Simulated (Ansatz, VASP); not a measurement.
**One calculation of B, two programs**

Contents of INCAR:

```
SYSTEM = B
  PREC = Accurate
  ENCUT = 600
  EDIFF = 1E-6
  ISMEAR = -1
  SIGMA = 0.1
  LREAL = .FALSE.
  LASPH = .TRUE.
  NELM = 80
  ALGO = Normal
  ISIF = 3
  LWAVE = .FALSE.
  LCHARG = .FALSE.
  GGA = RP
  IBRION = 2
  NSW = 80
  EDIFFG = -0.01
```

Contents of KPOINTS:

```
regular mesh
0
G
  17 17 9
  0 0 0
```

File POSCAR:

```
B
1.0
    2.1005919712      0.0000000000      0.0000000000
   -1.0502959856      1.8191660100      0.0000000000
    0.0000000000      0.0000000000      3.4302666889
B
2
Direct
    0.3333333333      0.6666666667      0.2500000000
    0.6666666667      0.3333333333      0.7500000000
```

Input for Ansatz:

```yaml
crystal:
  lattice:
    - [2.1005919712, 0.0, 0.0]
    - [-1.0502959856, 1.81916601, 0.0]
    - [0.0, 0.0, 3.4302666889]
  atoms:
    - { symbol: B, position: [0.3333333333, 0.6666666667, 0.25] }
    - { symbol: B, position: [0.6666666667, 0.3333333333, 0.75] }
hamiltonian:
  xc: rpbe
  pseudopotentials:
    kind: paw
    azcp:
      B: "pseudopotentials/B.paw.azcp"
basis:
  ecutwfc: 420
  fft_grid_basis: typed
kpoints:
  mp_grid: { grid: [17, 17, 9], shift: [0, 0, 0] }
magnetization:
  spin_polarized: false
scf:
  occupations: { method: fermi_dirac, width: 0.1 }
relax:
  max_steps: 60
  f_tol: 0.01
  cell: {}
```

Alike in both runs: task relaxation of cell and atoms; functional RPBE; k mesh 17 × 17 × 9; occupations fermi-dirac, width 0.1 eV; no spin polarisation.

|  | VASP | Ansatz |
| --- | --- | --- |
| version | VASP 6.6.1 | Ansatz 0.2.0 |
| potentials or method | VASP PAW PBE potentials, release 64 (B), cutoff 600 eV | plane waves (420 eV) with PAW, scalar-relativistic |
| valence electrons in the cell | 6 | 6 |

Ansatz gave:

```
relaxed volume (Å³/atom)                                     : 13.72
relaxed cell length with the largest relative difference (Å) : 10.657
```

Q: What did VASP give for the same quantities?

A: Relaxed volume (Å³/atom): 7.99; relaxed cell length with the largest relative difference (Å): 6.213.

VASP's potentials were made for PBE, not for RPBE. One of these differences is far larger than is usual between the two programs; its cause wasn't traced.

Noted on VASP's run: the volume moved by over 15 % at a fixed basis, so the end points are rough.
